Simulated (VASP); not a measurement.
A run of VASP 6.6.1:

The input POSCAR:

```
CdTe
1.0
    0.0000000000      2.9140466100      2.9140466100
    2.9140466100      0.0000000000      2.9140466100
    2.9140466100      2.9140466100      0.0000000000
Cd Te
1 1
Direct
    0.0000000000      0.0000000000      0.0000000000
    0.5000000000      0.5000000000      0.5000000000
```

File INCAR.step1:

```
SYSTEM = CdTe
PREC     = Accurate       ! precision mode
ENCUT    = 520            ! plane-wave cutoff, eV
ISMEAR   = -1             ! smearing method
SIGMA    = 0.05           ! smearing width, eV
LREAL    = .False.        ! projectors in reciprocal space
LASPH    = .True.         ! aspherical terms in the spheres
NELM     = 100            ! most SCF steps
NBANDS   = 16             ! bands
GGA      = PE             ! functional
ALGO     = Normal         ! electronic algorithm
EDIFF    = 1E-4           ! SCF threshold, eV
LWAVE    = .True.         ! write WAVECAR
LCHARG   = .False.        ! write CHGCAR
```

INCAR.step2

```
SYSTEM = CdTe
PREC     = Accurate       ! precision mode
ENCUT    = 520            ! plane-wave cutoff, eV
EDIFF    = 1E-6           ! SCF threshold, eV
ISMEAR   = -1             ! smearing method
SIGMA    = 0.05           ! smearing width, eV
LREAL    = .False.        ! projectors in reciprocal space
LASPH    = .True.         ! aspherical terms in the spheres
NELM     = 100            ! most SCF steps
ALGO     = Normal         ! electronic algorithm
ISIF     = 2              ! what is computed and relaxed
LWAVE    = .False.        ! write WAVECAR
LCHARG   = .False.        ! write CHGCAR
METAGGA  = R2SCAN         ! meta-GGA
LMIXTAU  = .True.       
NBANDS   = 16             ! bands
ISTART   = 1
```

KPOINTS

```
Automatic mesh
0
Gamma
  13 13 13
  0 0 0
```

Potentials or basis: VASP PAW PBE potentials, release 64 (Cd, Te).

The run is started by

```bash
$ cat potpaw_PBE.64/Cd/POTCAR potpaw_PBE.64/Te/POTCAR > POTCAR
$ cp INCAR.step1 INCAR
$ mpirun -np 1 vasp_std > vasp.out
$ cp INCAR.step2 INCAR
$ mpirun -np 1 vasp_std > vasp.out
```

Hardware: 1 thread of AMD EPYC 9R45 96-Core Processor (Zen 5) (shared host).

Q: Estimate the wall time of this run.

A: It took 2.9 min on 1 thread of AMD EPYC 9R45 96-Core Processor (Zen 5), on a shared host, peak memory 0.2 GiB. Counts: k points 84.
